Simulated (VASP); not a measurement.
Ir: single point with r2SCAN

Crystal: Ir.

```
CELL_PARAMETERS angstrom
0.00000 1.91560 1.91560
1.91560 0.00000 1.91560
1.91560 1.91560 0.00000
ATOMIC_POSITIONS crystal
Ir 0.00000 0.00000 0.00000
```

```yaml
Program: VASP 6.6.1
Task: single point
Functional: r2SCAN
Potentials_or_basis: VASP PAW PBE potentials, release 64 (Ir_sv_GW)
Cutoff: 620 eV
k_mesh: 8 × 8 × 8
Occupations: gaussian, width 0.1 eV
Spin: no spin polarisation
Dipole_correction: no
Further_INCAR_settings: ALGO = Normal; EDIFF = 1e-06; NBANDS = 14
```

```
Pressure               : 4.4 GPa
Band gap on the k mesh : zero (an odd number of electrons rules out a gap without spin polarisation)
```

Levels at points of the mesh, in eV from the Fermi level:
| k point | band 4 | band 5 | band 6 | band 7 | band 8 | band 9 | band 10 | band 11 | band 12 | band 13 |
| --- | --- | --- | --- | --- | --- | --- | --- | --- | --- | --- |
| (0.00, 0.00, 0.00) | -50.93 | -11.64 | -4.10 | -4.10 | -4.10 | -1.37 | -1.37 | 14.15 | 20.01 | 20.01 |
| (0.50, 0.00, 0.00) | -51.05 | -8.54 | -4.26 | -4.26 | -0.78 | 0.88 | 0.88 | 7.70 | 13.93 | 20.01 |
| (0.50, 0.50, 0.00) | -51.25 | -8.34 | -7.75 | 0.78 | 1.53 | 1.53 | 1.68 | 11.15 | 12.02 | 12.02 |

It took 33 s on 1 thread of AMD EPYC 7R43 64-Core Processor (Zen 3), on a shared host, peak memory 0.12 GiB.

Caveat: the cell stands under pressure; the PAW data sets were made with another functional, which shifts forces and pressure a little; spin-orbit coupling is left out, which moves the levels of the heavy elements.
